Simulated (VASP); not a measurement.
Here is a VASP 6.6.1 calculation.

Contents of INCAR:

```
SYSTEM = BN
  ALGO = Normal
  EDIFF = 1E-6
  ENCUT = 520
  GGA = PE
  ISIF = 2
  ISMEAR = 0
  LASPH = .TRUE.
  LCHARG = .FALSE.
  LREAL = .FALSE.
  LWAVE = .FALSE.
  NBANDS = 11
  NELM = 60
  PREC = Accurate
  SIGMA = 0.05
```

The input KPOINTS:

```
k-points
0
G
  12 12 12
  0 0 0
```

Contents of POSCAR:

```
BN
1.0
    0.0000000000      1.7255155283      1.7893970013
    1.7893970013      0.0000000000      1.7893970013
    1.7893970013      1.7255155283      0.0000000000
B N
1 1
Direct
    0.0000000000      0.0000000000      0.0000000000
    0.7500000000      0.7500000000      0.7500000000
```

Potentials or basis: VASP PAW PBE potentials, release 64 (B, N).

The run is started by

```bash
$ cat potpaw_PBE.64/B/POTCAR potpaw_PBE.64/N/POTCAR > POTCAR
$ mpirun -np 1 vasp_std > vasp.out
```

(1) Predict the pressure.

(2) What does it give for the band gap on the k mesh?

Answers

(1) 32.2 GPa.

(2) 3.85 eV, indirect (least direct gap 8.74 eV).
